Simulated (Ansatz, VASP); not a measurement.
**Al: VASP beside Ansatz**

Contents of INCAR:

```
SYSTEM = Al
ALGO = Normal
EDIFF = 1E-6
ENCUT = 520
GGA = PE
ISIF = 2
ISMEAR = 0
IVDW = 12
LASPH = .TRUE.
LCHARG = .FALSE.
LREAL = .FALSE.
LWAVE = .FALSE.
NBANDS = 8
NELM = 60
PREC = Accurate
SIGMA = 0.15
```

KPOINTS

```
k-points
0
G
  22 22 22
  0 0 0
```

Contents of POSCAR:

```
Al
1.0
    0.0000000000      1.9675547089      1.8213653940
    1.9675547089      0.0000000000      1.8213653940
    1.9675547089      1.9675547089      0.0000000000
Al
1
Direct
    0.0000000000      0.0000000000      0.0000000000
```

Input for Ansatz:

```yaml
crystal:
  lattice:
    - [0.0, 1.9675547089, 1.821365394]
    - [1.9675547089, 0.0, 1.821365394]
    - [1.9675547089, 1.9675547089, 0.0]
  atoms:
    - { symbol: Al, position: [0.0, 0.0, 0.0] }
basis:
  ecutwfc: 420
kpoints:
  mp_grid: { grid: [22, 22, 22] }
hamiltonian:
  xc: pbe
  pseudopotentials: { kind: paw, azcp: { folder: soft_1 } }
  dispersion: d3bj
scf:
  occupations: { method: gaussian, width: 0.15 }
output:
  forces: true
  stress: true
  eigenvalues: true
```

Alike in both runs: task single point; functional PBE; dispersion D3(BJ); k mesh 22 × 22 × 22; occupations gaussian, width 0.15 eV; no spin polarisation.

|  | VASP | Ansatz |
| --- | --- | --- |
| version | VASP 6.6.1 | Ansatz 0.2.0 |
| potentials or method | VASP PAW PBE potentials, release 64 (Al), cutoff 520 eV | scalar-relativistic, plane waves, PAW |
| valence electrons in the cell | 3 | 3 |

|  | VASP | Ansatz | Ansatz less VASP |
| --- | --- | --- | --- |
| gap on the k mesh at the Fermi level (eV) | none | none | - |
| pressure (GPa) | 13.1 | 13.1 | -0.01 |
| traceless stress, the component that is largest in VASP (GPa) | 4.88 | 4.88 | +0.003 |

A gap of «none» marks a metal or a gap that the smearing closes.
